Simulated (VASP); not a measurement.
Crystal: MgO (Periclase).

```
Mg O
1.0
     0.00000    2.10217    2.10217
     2.10217    0.00000    2.10217
     2.10217    2.10217    0.00000
Mg O
1 1
Direct
  0.00000 0.00000 0.00000
  0.50000 0.50000 0.50000
```

Base run:

```yaml
Program: VASP 6.6.1
Functional: r2SCAN
Potentials_or_basis: VASP PAW PBE potentials, release 64 (Mg, O)
Cutoff: 520 eV
k_mesh: 8 × 8 × 8
Occupations: gaussian, width 0.01 eV
Spin: no spin polarisation
```

Its results: band gap on the k mesh 5.66 eV, direct; pressure -1.1 GPa.

**Question.** The run is repeated on the same cell with these changes: functional from r2SCAN to PBE; k mesh from 8 × 8 × 8 to 10 × 10 × 10. What comes out?

**Answer.** Band gap on the k mesh 4.78 eV, direct; pressure 4.9 GPa.

Several settings changed at once, so the effect can't be laid on one alone.

Caveats: the PAW data sets were made with another functional, which shifts forces and pressure a little (some runs).

